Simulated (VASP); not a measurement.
# HfN (P1) in VASP: single point with PBE

Aim: the single point of HfN with PBE.

Program: VASP 6.6.1. These are calculated values, not measurements. Logs are shortened: lines on timing, memory, paths and dates and some standing lists are left out, and cuts for length are marked.

**1. The cell of the first run**

The typed cell holds 4 atoms: a = 3.873 Å, b = 3.875 Å, c = 4.788 Å, α = 89.20°, β = 89.05°, γ = 89.59°.

**2. Single point, PBE (atoms moved at random and the cell strained at random)**

File INCAR:

```
PREC = Accurate
ENCUT = 520
EDIFF = 1E-7
ISMEAR = 0
SIGMA = 0.05
LREAL = F
LASPH = T
NELM = 80
ALGO = Normal
ISIF = 2
LWAVE = F
LCHARG = F
GGA = PE
NBANDS = 23
```

File KPOINTS:

```
Automatic mesh
0
Gamma
  10 10 8
```

File POSCAR:

```
HfN
1.0
    3.8732898430      0.0136413003      0.0319040135
    0.0136413003      3.8750073341      0.0268683671
    0.0398600782      0.0335686673      4.7874401986
Hf N
2 2
Direct
    0.4990411618     -0.0054302269      0.1711783132
   -0.0233137883      0.5113616817      0.8104402793
    0.0064410664      0.0297400711      0.0120384794
    0.5178315601      0.4643284742      0.0063429281
```

Potentials or basis: VASP PAW PBE potentials, release 64 (Hf_pv, N).

The run is started by

```bash
$ cat potpaw_PBE.64/Hf_pv/POTCAR potpaw_PBE.64/N/POTCAR > POTCAR
$ mpirun -np 1 vasp_std > vasp.out
```

OUTCAR:

```text
PREC = Accurate
   ENCUT = 520
   EDIFF = 1E-7
   ISMEAR = 0
   LREAL = F
   LASPH = T
   NELM = 80
   ISIF = 2
   GGA = PE

 ion  position               nearest neighbor table
   1  0.499  0.995  0.171-   4 1.98   3 2.07   3 2.10   4 2.21   2 3.14   2 3.20   2 3.29   2 3.32

   2  0.977  0.511  0.810-   4 2.00   3 2.09   3 2.25   4 2.32   1 3.14   1 3.20   1 3.29   1 3.32

   3  0.006  0.030  0.012-   1 2.07   2 2.09   1 2.10   2 2.25
   4  0.518  0.464  0.006-   1 1.98   2 2.00   1 2.21   2 2.32

  LATTYP: Found a triclinic cell.
 ALAT       =     3.8734452570
 B/A-ratio  =     1.4094904819
 C/A-ratio  =     1.9022146205
 COS(alpha) =     0.0008780485
 COS(beta)  =     0.5402138902
 COS(gamma) =     0.7044375986

  Lattice vectors:

 A1 = (  -3.8732898430,  -0.0136413003,  -0.0319040135)
 A2 = (  -3.8596485427,   3.8613660338,  -0.0050356464)
 A3 = (  -3.9267912215,  -3.9222173017,  -4.8462125792)

Analysis of symmetry for initial positions (statically):
=====================================================================
 Subroutine PRICEL returns:
 Original cell was already a primitive cell.

 Routine SETGRP: Setting up the symmetry group for a
 triclinic supercell.

 Subroutine GETGRP returns: Found  1 space group operations
 (whereof  1 operations were pure point group operations)
 out of a pool of  2 trial point group operations.

The static configuration has the point symmetry C_1 .

Analysis of symmetry for dynamics (positions and initial velocities):
=====================================================================
 Subroutine PRICEL returns:
 Original cell was already a primitive cell.

 Routine SETGRP: Setting up the symmetry group for a
 triclinic supercell.

 Subroutine GETGRP returns: Found  1 space group operations
 (whereof  1 operations were pure point group operations)
 out of a pool of  2 trial point group operations.

The dynamic configuration has the point symmetry C_1 .

 Subroutine INISYM returns: Found  1 space group operations
 (whereof  1 operations are pure point group operations),
 and found     1 'primitive' translations

----------------------------------------------------------------------------------------

                                     Primitive cell

  volume of cell :      71.8455

  direct lattice vectors                    reciprocal lattice vectors
     3.873289843  0.013641300  0.031904014     0.258199263 -0.000894084 -0.002143490
     0.013641300  3.875007334  0.026868367    -0.000894084  0.258079671 -0.001802164
     0.039860078  0.033568667  4.787440199    -0.001715650 -0.001442452  0.208904292

  length of vectors
     3.873445257  3.875124493  4.787723816     0.258209708  0.258087512  0.208916317

  position of ions in fractional coordinates (direct lattice)
     0.499041162  0.994569773  0.171178313
     0.976686212  0.511361682  0.810440279
     0.006441066  0.029740071  0.012038479
     0.517831560  0.464328474  0.006342928

  ion indices of the primitive-cell ions
   primitive index   ion index
                 1           1
                 2           2
                 3           3
                 4           4

----------------------------------------------------------------------------------------

 KPOINTS: Automatic mesh

Automatic generation of k-mesh.
 Grid dimensions read from file:
 generate k-points for:   10   10    8

 Generating k-lattice:

  Cartesian coordinates                     Fractional coordinates (reciprocal lattice)
     0.025819926 -0.000089408 -0.000214349     0.100000000  0.000000000  0.000000000
    -0.000089408  0.025807967 -0.000180216     0.000000000  0.100000000  0.000000000
    -0.000214456 -0.000180307  0.026113037    -0.000000000  0.000000000  0.125000000

  Length of vectors
     0.025820971  0.025808751  0.026114540

  Shift w.r.t. Gamma in fractional coordinates (k-lattice)
     0.000000000  0.000000000  0.000000000

 Subroutine IBZKPT returns following result:
 ===========================================

 Found    404 irreducible k-points:

 Following reciprocal coordinates:
            Coordinates               Weight
  0.000000  0.000000  0.000000      1.000000
  0.100000  0.000000  0.000000      2.000000
  0.200000  0.000000  0.000000      2.000000
  0.300000  0.000000 -0.000000      2.000000
  0.400000  0.000000 -0.000000      2.000000
  0.500000 -0.000000 -0.000000      1.000000
[... 16 lines left out ...]
 -0.400000  0.200000  0.000000      2.000000
 -0.300000  0.200000 -0.000000      2.000000
 [... further k-points ...]
   k-points           NKPTS =    404   k-points in BZ     NKDIM =    404   number of bands    NBANDS=     23
   number of dos      NEDOS =    301   number of ions     NIONS =      4
   total plane-waves  NPLWV =  32400
   dimension x,y,z NGX =    30 NGY =   30 NGZ =   36
   dimension x,y,z NGXF=    60 NGYF=   60 NGZF=   72
   ions per type =               2   2
   NGX,Y,Z   is equivalent  to a cutoff of  12.88, 12.87, 12.50 a.u.
   NGXF,Y,Z  is equivalent  to a cutoff of  25.75, 25.74, 25.00 a.u.
 SYSTEM =  unknown system
   PREC   = accura    normal or accurate (medium, high low for compatibility)
   ISTART =      0    job   : 0-new  1-cont  2-samecut
   ICHARG =      2    charge: 1-file 2-atom 10-const
   ISPIN  =      1    spin polarized calculation?
   LNONCOLLINEAR =      F non collinear calculations
   LSORBIT =      F    spin-orbit coupling
   LASPH  =      T    aspherical Exc in radial PAW
   ENCUT  =  520.0 eV  38.22 Ry    6.18 a.u.   7.20  7.21  8.90*2*pi/ulx,y,z
   NELM   =     80;   NELMIN=  2; NELMDL= -5     # of ELM steps
   EDIFF  = 0.1E-06   stopping-criterion for ELM
   LREAL  =      F    real-space projection
   EDIFFG = 0.1E-05   stopping-criterion for IOM
   NSW    =      0    number of steps for IOM
   IBRION =     -1    ionic relax: 0-MD 1-quasi-New 2-CG
   NFREE  =      0    steps in history (QN), initial steepest desc. (CG)
   ISIF   =      2    stress and relaxation
   ISYM   =      2    0-nonsym 1-usesym 2-fastsym
   POTIM  = 0.5000    time-step for ionic-motion
   TEBEG  =    0.0;   TEEND  =   0.0 temperature during run
   PSTRESS=    0.0 pullay stress
   NELECT =      30.0000    total number of electrons
   NUPDOWN=      -1.0000    fix difference up-down
   EMIN   =  10.00;   EMAX   =-10.00  energy-range for DOS
   EFERMI =   0.00;   METHOD = LEGACY
   ISMEAR =     0;   SIGMA  =   0.05  broadening in eV -4-tet -1-fermi 0-gaus
   EFERMI_NEDOS =   21; number of points for ismear=-14 and -15
   IALGO  =     38    algorithm
   IMIX   =      4    mixing-type and parameters
     AMIX     =   0.40;   BMIX     =  1.00
     AMIX_MAG =   1.60;   BMIX_MAG =  1.00
  volume/ion in A,a.u.               =      17.96       121.21
  Fermi-wavevector in a.u.,A,eV,Ry     =   1.223626  2.312318 20.371463  1.497260
  Thomas-Fermi vector in A             =   2.358730
   LORBIT       =      0    0 simple, 1 ext, 2 COOP (PROOUT), +10 PAW based schemes
   GGA     = PE    functional components
   LHFCALC =     F    Hartree Fock is set to
   AEXX    =    0.0000 exact exchange contribution
   IVDW    =     0    specifies the selected vdW correction
   LEPSILON=     F    determine dielectric tensor
   LRPA    =     F    only Hartree local field effects (RPA)
 non-spin polarized calculation
 Gauss-broadening in eV      SIGMA  =   0.05
  energy-cutoff  :      520.00
  volume of cell :       71.85
 maximum number of plane-waves:      1952
 NGX is ok and might be reduce to    30
   NGX = 15   NGY = 15   NGZ = 17

 number of electron      30.0000001 magnetization

 Free energy of the ion-electron system (eV)
  ---------------------------------------------------
  ext. energy  EPLUGINS =         0.00000000
  ---------------------------------------------------
  free energy    TOTEN  =       -40.65475364 eV

  energy without entropy =      -40.65226921  energy(sigma->0) =      -40.65351143

 E-fermi :   3.9020     XC(G=0): -10.1440

 val. band max:        3.8986826295   @ k =  -0.3000  -0.4000   0.3750
 cond. band min:       3.9027631398   @ k =  -0.4000   0.5000   0.2500
 fundamental gap:      0.0040805103
 Fermi energy:         3.9020360602

 k-point     1 :       0.0000    0.0000    0.0000
  band No.  band energies     occupation
      1     -27.7545      2.00000
      2     -27.6180      2.00000
      3     -27.6053      2.00000
      4     -27.2330      2.00000
      5     -27.1641      2.00000
      6     -27.1320      2.00000
[... 15 lines left out ...]
     22       8.4642      0.00000
     23       9.4442      0.00000

 k-point     2 :       0.1000    0.0000    0.0000
  band No.  band energies     occupation
      1     -27.7569      2.00000
      2     -27.6238      2.00000
      3     -27.6057      2.00000
      4     -27.2311      2.00000
      5     -27.1669      2.00000
      6     -27.1412      2.00000
[... 15 lines left out ...]
     22       8.6809      0.00000
     23       9.1381      0.00000

 k-point     3 :       0.2000    0.0000    0.0000
  band No.  band energies     occupation
      1     -27.7645      2.00000
      2     -27.6474      2.00000
      3     -27.5966      2.00000
      4     -27.2279      2.00000
      5     -27.1776      2.00000
      6     -27.1605      2.00000
[... 15 lines left out ...]
     22       8.7205      0.00000
     23       9.2400      0.00000

 k-point     4 :       0.3000    0.0000   -0.0000
  band No.  band energies     occupation
      1     -27.7768      2.00000
      2     -27.6749      2.00000
      3     -27.5827      2.00000
      4     -27.2276      2.00000
      5     -27.2018      2.00000
      6     -27.1704      2.00000
[... 15 lines left out ...]
     22       9.1218      0.00000
     23       9.4737      0.00000

 k-point     5 :       0.4000    0.0000   -0.0000
  band No.  band energies     occupation
      1     -27.7893      2.00000
      2     -27.6945      2.00000
      3     -27.5706      2.00000
      4     -27.2311      2.00000
      5     -27.2229      2.00000
      6     -27.1735      2.00000
[... 434 lines left out ...]
 k-point    22 :       0.5000    0.2000   -0.0000
  band No.  band energies     occupation
      1     -27.8014      2.00000
      2     -27.7110      2.00000
      3     -27.6161      2.00000
      4     -27.2506      2.00000
      5     -27.2093      2.00000
      6     -27.1729      2.00000
[... 15 lines left out ...]
     22       8.6065      0.00000
     23       9.4722      0.00000

 k-point    23 :      -0.4000    0.2000    0.0000
  band No.  band energies     occupation
      1     -27.7966      2.00000
      2     -27.7012      2.00000
      3     -27.6200      2.00000
      4     -27.2491      2.00000
      5     -27.2018      2.00000
      6     -27.1750      2.00000
[... 15 lines left out ...]
     22       8.6222      0.00000
     23       8.9784      0.00000

 k-point    24 :      -0.3000    0.2000   -0.0000
  band No.  band energies     occupation
      1     -27.7834      2.00000
      2     -27.6791      2.00000
      3     -27.6267      2.00000
      4     -27.2439      2.00000
      5     -27.1869      2.00000
      6     -27.1770      2.00000
[... 15 lines left out ...]
     22       8.5642      0.00000
     23       8.7754      0.00000

 [... further k-points ...]
[... 5 lines left out ...]
  --------------------------------------------------------------------------------------
  -------------------------------------------------------------------------------------
  Total        0.5288569     -0.8283457     -0.2891208     -0.7607332     -0.8826676     -1.5575229
  in kB       11.7936701    -18.4723609     -6.4474812    -16.9645820    -19.6837570    -34.7332354
  external PRESSURE =      -4.3753906 kB  Pullay stress =       0.0000000 kB

 VOLUME and BASIS-vectors are now :
 -----------------------------------------------------------------------------
  energy-cutoff  :      520.00
  volume of cell :       71.85
      direct lattice vectors                 reciprocal lattice vectors
     3.873289843  0.013641300  0.031904014     0.258199263 -0.000894084 -0.002143490
     0.013641300  3.875007334  0.026868367    -0.000894084  0.258079671 -0.001802164
     0.039860078  0.033568667  4.787440199    -0.001715650 -0.001442452  0.208904292

 POSITION                                       TOTAL-FORCE (eV/Angst)
 -----------------------------------------------------------------------------------
      1.95332      3.86652      0.86215         0.060499     -1.020192      0.550744
      3.82227      2.02206      3.92483         1.391867     -0.091593      0.965249
      0.02583      0.11573      0.05864        -0.114990     -2.245216     -0.864661
      2.01230      1.80655      0.05936        -1.337376      3.357001     -0.651332
 -----------------------------------------------------------------------------------
    total drift:                                0.000158      0.000008      0.000114

  FREE ENERGIE OF THE ION-ELECTRON SYSTEM (eV)
  ---------------------------------------------------
  free  energy   TOTEN  =       -40.6547536360 eV

  energy  without entropy=      -40.6522692140  energy(sigma->0) =      -40.65351143
```

It took 3.9 min on 1 thread of Intel Xeon 6975P-C (Granite Rapids), shared host; peak memory 0.62 GiB.

What came out:

```yaml
Free_energy: -40.6548 eV
Pressure: -0.4 GPa
Largest_force: 3.672 eV/Å
Band_gap_on_the_k_mesh: zero (band 15 reaches 4.38 eV, above the bottom of band 16 at 2.98 eV)
```

Forces in eV/Å, atoms in the order of the input:
```
Hf   0.060 -1.020  0.551
Hf   1.392 -0.092  0.965
N   -0.115 -2.245 -0.865
N   -1.337  3.357 -0.651
```

Stress tensor (GPa, compression positive):
```
 1.18 -1.70 -3.47
-1.70 -1.85 -1.97
-3.47 -1.97 -0.64
```

Caveat: the cell differs from its parent crystal (atoms moved at random and the cell strained at random); spin-orbit coupling is left out, which moves the levels of the heavy elements; forces of over 1 eV/Å act on the atoms, so gaps and moduli don't describe the material at rest.
